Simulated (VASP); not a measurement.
Write the native input for VASP 6.6.1 that does the following.

* Task: single point
* Functional: revPBE
* Potentials or basis: VASP PAW PBE potentials, release 64 (Ba_sv, Ti_sv, O)
* Cutoff: 520 eV
* k mesh: 5 × 5 × 5
* Occupations: gaussian, width 0.01 eV
* Spin: no spin polarisation
* Hubbard terms: Ti d U = 3.9 eV, J = 0.9 eV
* Dipole correction: no
* LDAUTYPE: 1
* Hund's J: 0.9
* Further INCAR settings: ALGO = Normal; EDIFF = 1e-07; NBANDS = 28

The structure of BaTiO3 lies in POSCAR:

```
BaTiO3
1.0
    4.0524349834      0.0000000000      0.0000000000
    0.0000000000      4.0524349834      0.0000000000
    0.0000000000      0.0000000000      4.0708744845
Ba Ti O
1 1 3
Direct
    0.0000000000      0.0000000000      0.0000000000
    0.5000000000      0.5000000000      0.4900000000
    0.5000000000      0.5000000000      0.0190000000
    0.5000000000      0.0000000000      0.5170000000
    0.0000000000      0.5000000000      0.5170000000
```

The input as run:

INCAR

```
  ALGO = Normal
  EDIFF = 1E-7
  ENCUT = 520
  GGA = RE
  ISIF = 2
  ISMEAR = 0
  LASPH = T
  LCHARG = F
  LDAU = T
  LDAUJ = 0 0.9 0
  LDAUL = -1 2 -1
  LDAUPRINT = 1
  LDAUTYPE = 1
  LDAUU = 0 3.9 0
  LMAXMIX = 4
  LREAL = F
  LWAVE = F
  NBANDS = 28
  NELM = 150
  PREC = Accurate
  SIGMA = 0.01
```

KPOINTS

```
k-points
0
Gamma
  5 5 5
```

Potentials or basis: VASP PAW PBE potentials, release 64 (Ba_sv, Ti_sv, O).

Command:

```console
$ cat potpaw_PBE.64/Ba_sv/POTCAR potpaw_PBE.64/Ti_sv/POTCAR potpaw_PBE.64/O/POTCAR > POTCAR
$ mpirun -np 1 vasp_std > vasp.out
```

It gave:

```yaml
Pressure: 2.8 GPa
Largest_force: 0.131 eV/Å
Band_gap_on_the_k_mesh: 2.20 eV, indirect (least direct gap 2.38 eV)
```

Caveat: the PAW data sets were made with another functional, which shifts forces and pressure a little; spin-orbit coupling is left out, which moves the levels of the heavy elements.

Run time: 28 s on 1 thread of Intel(R) Xeon(R) Platinum 8559C (Emerald Rapids) (shared host), peak memory 0.18 GiB.
